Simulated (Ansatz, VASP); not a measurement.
# Ag: VASP beside Ansatz

File INCAR:

```
SYSTEM = Ag
PREC = Accurate
ENCUT = 520
EDIFF = 1E-6
ISMEAR = 0
SIGMA = 0.15
LREAL = .FALSE.
LASPH = .TRUE.
NELM = 100
ALGO = Normal
ISIF = 2
LWAVE = .FALSE.
LCHARG = .FALSE.
GGA = PS
NBANDS = 12
```

Contents of KPOINTS:

```
Automatic mesh
0
G
  20 20 20
  0 0 0
```

POSCAR

```
Ag
1.0
   -1.6142626500      1.6142626500      1.6556540000
    1.6142626500     -1.6142626500      1.6556540000
    1.6142626500      1.6142626500     -1.6556540000
Ag
1
Direct
    0.0000000000      0.0000000000      0.0000000000
```

Input for Ansatz:

```yaml
crystal:
  lattice:
    - [-1.61426265, 1.61426265, 1.655654]
    - [1.61426265, -1.61426265, 1.655654]
    - [1.61426265, 1.61426265, -1.655654]
  atoms:
    - { symbol: Ag, position: [0.0, 0.0, 0.0] }
basis:
  ecutwfc: 420
kpoints:
  mp_grid: { grid: [20, 20, 20] }
hamiltonian:
  xc: pbesol
scf:
  occupations: { method: gaussian, width: 0.15 }
output:
  forces: true
  stress: true
  eigenvalues: true
```

Change from the starting cell: strain -0.025 along x and y, +0.000 along z, atoms carried along.

Alike in both runs: task single point; functional PBEsol; k mesh 20 × 20 × 20; occupations gaussian, width 0.15 eV; no spin polarisation.

|  | VASP | Ansatz |
| --- | --- | --- |
| version | VASP 6.6.1 | Ansatz 0.2.0 |
| potentials or method | VASP PAW PBE potentials, release 64 (Ag), cutoff 520 eV | scalar-relativistic, plane waves, PAW |
| valence electrons in the cell | 11 | 19 |

|  | VASP | Ansatz | Ansatz less VASP |
| --- | --- | --- | --- |
| gap on the k mesh at the Fermi level (eV) | none | none | - |
| pressure (GPa) | -3.2 | -3.0 | +0.18 |
| traceless stress, the component that is largest in VASP (GPa) | 0.42 | 0.42 | +0.003 |

VASP's potentials were made for PBE, not for PBEsol. A gap of «none» marks a metal or a gap that the smearing closes. VASP's potentials hold 11 valence electrons a cell and Ansatz's 19, so a difference there can come from the potentials and not from the codes.
